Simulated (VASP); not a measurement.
# ZnAg (P4mm) in VASP: notebook

Runs on ZnAg. Level: LDA. Tasks: single point.

Everything below comes from runs of VASP 6.6.1. Logs are shortened: lines on timing, memory, paths and dates and some standing lists are left out, and cuts for length are marked.

### Step 1. The cell of the first run

Symmetry: P4mm, No. 99, tetragonal system. Conventional cell: a = 3.156 Å, b = 3.156 Å, c = 3.156 Å, α = 90.00°, β = 90.00°, γ = 90.00°. Within 3.3 Å of Zn (site symmetry 4mm) lie 8 Ag at 2.48 to 3.05 Å and 6 Zn at 3.16 Å. Ag (site symmetry 4mm) has 8 Zn at 2.48 to 3.05 Å and 6 Ag at 3.16 Å within 3.3 Å.

### Step 2. Single point, LDA (all Ag atoms moved -0.500 Å, as atom 2 along Cartesian [0 0 1])

INCAR reads:

```
  PREC = Accurate
  ENCUT = 520
  EDIFF = 1E-7
  ISMEAR = 0
  SIGMA = 0.15
  LREAL = F
  LASPH = T
  NELM = 100
  ALGO = Normal
  ISIF = 2
  LWAVE = F
  LCHARG = T
  LELF = T
  LVHAR = T
  NBANDS = 18
```

KPOINTS reads:

```
regular mesh
0
Gamma
  16 16 16
```

POSCAR reads:

```
ZnAg
1.0
    3.1560000000      0.0000000000      0.0000000000
    0.0000000000      3.1560000000      0.0000000000
    0.0000000000      0.0000000000      3.1560000000
Zn Ag
1 1
Direct
    0.5000000000      0.5000000000      0.5000000000
    0.0000000000      0.0000000000     -0.1584283904
```

Potentials or basis: VASP PAW LDA potentials, release 64 (Zn, Ag).

Started as:

```sh
> cat potpaw_LDA.64/Zn/POTCAR potpaw_LDA.64/Ag/POTCAR > POTCAR
> mpirun -np 1 vasp_std > vasp.out
```

OUTCAR:

```text
PREC = Accurate
   ENCUT = 520
   EDIFF = 1E-7
   ISMEAR = 0
   LREAL = F
   LASPH = T
   NELM = 100
   ISIF = 2

 ion  position               nearest neighbor table
   1  0.500  0.500  0.500-   2 2.48   2 2.48   2 2.48   2 2.48   2 3.05   2 3.05   2 3.05   2 3.05

   2  0.000  0.000  0.842-   1 2.48   1 2.48   1 2.48   1 2.48   1 3.05   1 3.05   1 3.05   1 3.05

  LATTYP: Found a simple cubic cell.
 ALAT       =     3.1560000000

  Lattice vectors:

 A1 = (   3.1560000000,   0.0000000000,   0.0000000000)
 A2 = (   0.0000000000,   3.1560000000,   0.0000000000)
 A3 = (   0.0000000000,   0.0000000000,   3.1560000000)

Analysis of symmetry for initial positions (statically):
=====================================================================
 Subroutine PRICEL returns:
 Original cell was already a primitive cell.

 Routine SETGRP: Setting up the symmetry group for a
 simple cubic supercell.

 Subroutine GETGRP returns: Found  8 space group operations
 (whereof  8 operations were pure point group operations)
 out of a pool of 48 trial point group operations.

The static configuration has the point symmetry C_4v.

Analysis of symmetry for dynamics (positions and initial velocities):
=====================================================================
 Subroutine PRICEL returns:
 Original cell was already a primitive cell.

 Routine SETGRP: Setting up the symmetry group for a
 simple cubic supercell.

 Subroutine GETGRP returns: Found  8 space group operations
 (whereof  8 operations were pure point group operations)
 out of a pool of 48 trial point group operations.

The dynamic configuration has the point symmetry C_4v.

 Subroutine INISYM returns: Found  8 space group operations
 (whereof  8 operations are pure point group operations),
 and found     1 'primitive' translations

----------------------------------------------------------------------------------------

                                     Primitive cell

  volume of cell :      31.4348

  direct lattice vectors                    reciprocal lattice vectors
     3.156000000  0.000000000  0.000000000     0.316856781  0.000000000  0.000000000
     0.000000000  3.156000000  0.000000000     0.000000000  0.316856781  0.000000000
     0.000000000  0.000000000  3.156000000     0.000000000  0.000000000  0.316856781

  length of vectors
     3.156000000  3.156000000  3.156000000     0.316856781  0.316856781  0.316856781

  position of ions in fractional coordinates (direct lattice)
     0.500000000  0.500000000  0.500000000
     0.000000000  0.000000000  0.841571610

  ion indices of the primitive-cell ions
   primitive index   ion index
                 1           1
                 2           2

----------------------------------------------------------------------------------------

 KPOINTS: regular mesh

Automatic generation of k-mesh.
 Grid dimensions read from file:
 generate k-points for:   16   16   16

 Generating k-lattice:

  Cartesian coordinates                     Fractional coordinates (reciprocal lattice)
     0.019803549  0.000000000  0.000000000     0.062500000  0.000000000  0.000000000
     0.000000000  0.019803549  0.000000000     0.000000000  0.062500000  0.000000000
     0.000000000  0.000000000  0.019803549     0.000000000  0.000000000  0.062500000

  Length of vectors
     0.019803549  0.019803549  0.019803549

  Shift w.r.t. Gamma in fractional coordinates (k-lattice)
     0.000000000  0.000000000  0.000000000

 Subroutine IBZKPT returns following result:
 ===========================================

 Found    405 irreducible k-points:

 Following reciprocal coordinates:
            Coordinates               Weight
  0.000000  0.000000  0.000000      1.000000
  0.062500  0.000000  0.000000      4.000000
  0.000000  0.000000  0.062500      2.000000
  0.125000  0.000000  0.000000      4.000000
  0.000000  0.000000  0.125000      2.000000
  0.187500  0.000000  0.000000      4.000000
[... 16 lines left out ...]
  0.187500  0.062500  0.000000      8.000000
  0.000000  0.187500  0.062500      8.000000
 [... further k-points ...]
   k-points           NKPTS =    405   k-points in BZ     NKDIM =    405   number of bands    NBANDS=     18
   number of dos      NEDOS =    301   number of ions     NIONS =      2
   total plane-waves  NPLWV =  13824
   dimension x,y,z NGX =    24 NGY =   24 NGZ =   24
   dimension x,y,z NGXF=    48 NGYF=   48 NGZF=   48
   ions per type =               1   1
   NGX,Y,Z   is equivalent  to a cutoff of  12.64, 12.64, 12.64 a.u.
   NGXF,Y,Z  is equivalent  to a cutoff of  25.28, 25.28, 25.28 a.u.
 SYSTEM =  unknown system
   PREC   = accura    normal or accurate (medium, high low for compatibility)
   ISTART =      0    job   : 0-new  1-cont  2-samecut
   ICHARG =      2    charge: 1-file 2-atom 10-const
   ISPIN  =      1    spin polarized calculation?
   LNONCOLLINEAR =      F non collinear calculations
   LSORBIT =      F    spin-orbit coupling
   LASPH  =      T    aspherical Exc in radial PAW
   ENCUT  =  520.0 eV  38.22 Ry    6.18 a.u.   5.87  5.87  5.87*2*pi/ulx,y,z
   NELM   =    100;   NELMIN=  2; NELMDL= -5     # of ELM steps
   EDIFF  = 0.1E-06   stopping-criterion for ELM
   LREAL  =      F    real-space projection
   EDIFFG = 0.1E-05   stopping-criterion for IOM
   NSW    =      0    number of steps for IOM
   IBRION =     -1    ionic relax: 0-MD 1-quasi-New 2-CG
   NFREE  =      0    steps in history (QN), initial steepest desc. (CG)
   ISIF   =      2    stress and relaxation
   ISYM   =      2    0-nonsym 1-usesym 2-fastsym
   POTIM  = 0.5000    time-step for ionic-motion
   TEBEG  =    0.0;   TEEND  =   0.0 temperature during run
   PSTRESS=    0.0 pullay stress
   NELECT =      23.0000    total number of electrons
   NUPDOWN=      -1.0000    fix difference up-down
   EMIN   =  10.00;   EMAX   =-10.00  energy-range for DOS
   EFERMI =   0.00;   METHOD = LEGACY
   ISMEAR =     0;   SIGMA  =   0.15  broadening in eV -4-tet -1-fermi 0-gaus
   EFERMI_NEDOS =   21; number of points for ismear=-14 and -15
   IALGO  =     38    algorithm
   IMIX   =      4    mixing-type and parameters
     AMIX     =   0.40;   BMIX     =  1.00
     AMIX_MAG =   1.60;   BMIX_MAG =  1.00
  volume/ion in A,a.u.               =      15.72       106.07
  Fermi-wavevector in a.u.,A,eV,Ry     =   1.475187  2.787699 29.608687  2.176177
  Thomas-Fermi vector in A             =   2.589867
   LORBIT       =      0    0 simple, 1 ext, 2 COOP (PROOUT), +10 PAW based schemes
   GGA     = CA    functional components
   LHFCALC =     F    Hartree Fock is set to
   AEXX    =    0.0000 exact exchange contribution
   IVDW    =     0    specifies the selected vdW correction
   LEPSILON=     F    determine dielectric tensor
   LRPA    =     F    only Hartree local field effects (RPA)
 non-spin polarized calculation
 Gauss-broadening in eV      SIGMA  =   0.15
  energy-cutoff  :      520.00
  volume of cell :       31.43
 maximum number of plane-waves:       876
 NGX is ok and might be reduce to    24
   NGX = 11   NGY = 11   NGZ = 11

 number of electron      23.0000012 magnetization

 Free energy of the ion-electron system (eV)
  ---------------------------------------------------
  ext. energy  EPLUGINS =         0.00000000
  ---------------------------------------------------
  free energy    TOTEN  =        -5.38429640 eV

  energy without entropy =       -5.37811110  energy(sigma->0) =       -5.38120375

 E-fermi :   6.1187     XC(G=0): -12.3606

 val. band max:        6.1179492976   @ k =   0.3125   0.3125   0.5000
 cond. band min:       6.1210917319   @ k =   0.3750   0.2500   0.1875
 fundamental gap:      0.0031424342
 Fermi energy:         6.1187146609

 k-point     1 :       0.0000    0.0000    0.0000
  band No.  band energies     occupation
      1      -3.3954      2.00000
      2      -2.1335      2.00000
      3      -1.7655      2.00000
      4      -1.5689      2.00000
      5      -1.2635      2.00000
      6      -1.2635      2.00000
[... 10 lines left out ...]
     17      17.4259      0.00000
     18      25.5294      0.00000

 k-point     2 :       0.0625    0.0000    0.0000
  band No.  band energies     occupation
      1      -3.3299      2.00000
      2      -2.1144      2.00000
      3      -1.7642      2.00000
      4      -1.5710      2.00000
      5      -1.2693      2.00000
      6      -1.2651      2.00000
[... 10 lines left out ...]
     17      17.8379      0.00000
     18      25.1834      0.00000

 k-point     3 :       0.0000    0.0000    0.0625
  band No.  band energies     occupation
      1      -3.3361      2.00000
      2      -2.1241      2.00000
      3      -1.7516      2.00000
      4      -1.5650      2.00000
      5      -1.2666      2.00000
      6      -1.2666      2.00000
[... 10 lines left out ...]
     17      17.4226      0.00000
     18      25.4572      0.00000

 k-point     4 :       0.1250    0.0000    0.0000
  band No.  band energies     occupation
      1      -3.1358      2.00000
      2      -2.0611      2.00000
      3      -1.7580      2.00000
      4      -1.5762      2.00000
      5      -1.2874      2.00000
      6      -1.2705      2.00000
[... 375 lines left out ...]
      4      -1.5596      2.00000
      5      -1.2795      2.00000
      6      -1.2762      2.00000
[... 10 lines left out ...]
     17      18.3156      0.00000
     18      23.8363      0.00000

 k-point    23 :       0.1875    0.0625    0.0000
  band No.  band energies     occupation
      1      -2.7632      2.00000
      2      -1.9649      2.00000
      3      -1.7342      2.00000
      4      -1.5854      2.00000
      5      -1.3169      2.00000
      6      -1.2859      2.00000
[... 10 lines left out ...]
     17      20.9860      0.00000
     18      22.3081      0.00000

 k-point    24 :       0.0000    0.1875    0.0625
  band No.  band energies     occupation
      1      -2.7687      2.00000
      2      -1.9797      2.00000
      3      -1.7251      2.00000
      4      -1.5835      2.00000
      5      -1.3182      2.00000
      6      -1.2844      2.00000
[... 10 lines left out ...]
     17      20.9313      0.00000
     18      22.9889      0.00000

 [... further k-points ...]

------------------------ aborting loop because EDIFF is reached ----------------------------------------

  FORCE on cell =-STRESS in cart. coord.  units (eV):
  Direction    XX          YY          ZZ          XY          YZ          ZX
  --------------------------------------------------------------------------------------
  -------------------------------------------------------------------------------------
  Total        0.9313355      0.9313355     -0.8762730      0.0000000      0.0000000      0.0000000
  in kB       47.4685261     47.4685261    -44.6620889      0.0000000      0.0000000      0.0000000
  external PRESSURE =      16.7583211 kB  Pullay stress =       0.0000000 kB

 VOLUME and BASIS-vectors are now :
 -----------------------------------------------------------------------------
  energy-cutoff  :      520.00
  volume of cell :       31.43
      direct lattice vectors                 reciprocal lattice vectors
     3.156000000  0.000000000  0.000000000     0.316856781  0.000000000  0.000000000
     0.000000000  3.156000000  0.000000000     0.000000000  0.316856781  0.000000000
     0.000000000  0.000000000  3.156000000     0.000000000  0.000000000  0.316856781

 POSITION                                       TOTAL-FORCE (eV/Angst)
 -----------------------------------------------------------------------------------
      1.57800      1.57800      1.57800         0.000000     -0.000000     -1.386357
      0.00000      0.00000      2.65600        -0.000000      0.000000      1.386357
 -----------------------------------------------------------------------------------
    total drift:                                0.000000      0.000000     -0.000342

  FREE ENERGIE OF THE ION-ELECTRON SYSTEM (eV)
  ---------------------------------------------------
  free  energy   TOTEN  =        -5.3842964015 eV

  energy  without entropy=       -5.3781111019  energy(sigma->0) =       -5.38120375
```

Run time: 55 s. Hardware: 1 thread of Intel Xeon 6975P-C (Granite Rapids), shared host; peak memory 0.33 GiB.

Results:

| Quantity | Value |
| --- | --- |
| Free energy | -5.3843 eV |
| Pressure | 1.7 GPa |
| Largest force | 1.386 eV/Å |

Forces in eV/Å, atoms in the order of the input:
```
Zn   0.000  0.000 -1.386
Ag   0.000  0.000  1.386
```

Stress tensor (GPa, compression positive):
```
 4.75  0.00  0.00
 0.00  4.75  0.00
 0.00  0.00 -4.47
```

Levels at points of the mesh, in eV from the Fermi level:
```tsv
k point	band 8	band 9	band 10	band 11	band 12	band 13	band 14	band 15	band 16	band 17
(0.00, 0.00, 0.00)	-5.43	-4.56	-4.56	-4.35	5.31	5.31	6.48	9.08	10.84	11.31
(0.50, 0.00, 0.00)	-5.54	-5.18	-4.61	-4.38	-2.77	8.59	10.56	10.61	11.35	11.50
(0.00, 0.00, 0.50)	-5.22	-5.22	-4.79	-4.44	-2.52	9.31	9.31	11.19	11.26	12.61
(0.50, 0.50, 0.00)	-4.94	-4.94	-4.14	-1.52	-1.52	1.50	2.21	11.61	13.92	13.92
(0.00, 0.50, 0.50)	-4.73	-4.53	-4.08	-1.86	-1.33	1.46	2.02	11.10	13.41	13.59
(0.50, 0.50, 0.50)	-6.26	-4.11	-4.05	1.77	2.74	2.74	4.16	4.96	6.21	6.21
```

Caveat: the cell differs from its parent crystal (all Ag atoms moved -0.500 Å, as atom 2 along Cartesian [0 0 1]); forces of over 1 eV/Å act on the atoms, so gaps and moduli don't describe the material at rest.

### Step 3. Single point, LDA (all Ag atoms moved +0.125 Å, as atom 2 along Cartesian [0 0 1])

INCAR reads:

```
ALGO = Normal ; EDIFF = 1E-6
ENCUT = 520 ; ISIF = 2
ISMEAR = 0 ; LASPH = True
LCHARG = True ; LELF = True
LREAL = False ; LVHAR = True
LWAVE = False ; NBANDS = 18
NELM = 100 ; PREC = Accurate
SIGMA = 0.15
```

KPOINTS reads:

```
k-points
0
Gamma
  16 16 16
```

POSCAR, as its differences from that of step 2:

```diff
@@ -9,2 +9,2 @@
     0.5000000000      0.5000000000      0.5000000000
-    0.0000000000      0.0000000000     -0.1584283904
+    0.0000000000      0.0000000000      0.0396070976
```

Potentials or basis: VASP PAW LDA potentials, release 64 (Zn, Ag).

Started as:

```sh
> cat potpaw_LDA.64/Zn/POTCAR potpaw_LDA.64/Ag/POTCAR > POTCAR
> mpirun -np 1 vasp_std > vasp.out
```

It took 54 s on 1 thread of Intel Xeon 6975P-C (Granite Rapids), shared host; peak memory 0.32 GiB.

The run converged. Its results:

* Free energy: -5.7132 eV
* Pressure: -7.3 GPa
* Largest force: 0.351 eV/Å

Forces on the atoms (eV/Å):
```
Zn   0.000  0.000  0.351
Ag   0.000  0.000 -0.351
```

Stress tensor (GPa, compression positive):
```
-7.16  0.00  0.00
 0.00 -7.16  0.00
 0.00  0.00 -7.64
```

Levels at points of the mesh, in eV from the Fermi level:
```
           k point  band 10  band 11  band 12  band 13  band 14  band 15
(0.00, 0.00, 0.00)    -4.32    -4.30     5.30     5.30     5.37    10.10
(0.50, 0.00, 0.00)    -5.00    -4.42    -2.61    10.06    10.45    11.23
(0.00, 0.00, 0.50)    -5.11    -4.43    -2.59    10.29    10.29    11.06
(0.50, 0.50, 0.00)    -3.94    -1.58    -1.58     1.39     2.20    10.74
(0.00, 0.50, 0.50)    -3.94    -1.60    -1.57     1.39     2.18    10.70
(0.50, 0.50, 0.50)    -3.91     1.58     3.90     3.90     4.12     4.78
```

Caveat: the cell differs from its parent crystal (all Ag atoms moved +0.125 Å, as atom 2 along Cartesian [0 0 1]).
